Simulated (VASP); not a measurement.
A run of VASP 6.6.1 is set up as follows.

INCAR

```
  ALGO = Normal
  EDIFF = 1E-6
  ENCUT = 520
  GGA = PE
  ISIF = 2
  ISMEAR = -1
  LASPH = True
  LCHARG = False
  LREAL = False
  LWAVE = False
  NBANDS = 55
  NELM = 80
  PREC = Accurate
  SIGMA = 0.05
```

KPOINTS

```
k-points
0
Gamma
  3 3 3
```

File POSCAR:

```
Ga2O3
1.0
    2.5879344300      1.4654706900      4.3651750000
   -2.3591855900      1.5418598700      4.2133677300
    0.1805294000     -3.3803639000      4.4090976800
Ga O
4 6
Direct
    0.3249716100      0.3703114500      0.3519828200
    0.1472539800      0.1444032200      0.1397379000
    0.6408440500      0.6581364900      0.6333663000
    0.8465612600      0.8593385000      0.8563770900
    0.5572311100      0.9595837400      0.2478168800
    0.2492532400      0.5542121100      0.9476260700
    0.9584709700      0.2475453700      0.5499700200
    0.4495668700      0.0408968600      0.7539059100
    0.7462856700      0.4362255500      0.0805447400
    0.0795612400      0.7293467100      0.4386722800
```

Potentials or basis: VASP PAW PBE potentials, release 64 (Ga_d, O).

Command:

```sh
$ cat potpaw_PBE.64/Ga_d/POTCAR potpaw_PBE.64/O/POTCAR > POTCAR
$ mpirun -np 1 vasp_std > vasp.out
```

(1) What does it give for the band gap on the k mesh?

(2) Predict the pressure.

Answers

(1) 1.48 eV.

(2) 0.0 GPa.

Caveat: the k points lie up to 0.51 Å⁻¹ apart; forces of over 1 eV/Å act on the atoms, so gaps and moduli don't describe the material at rest.
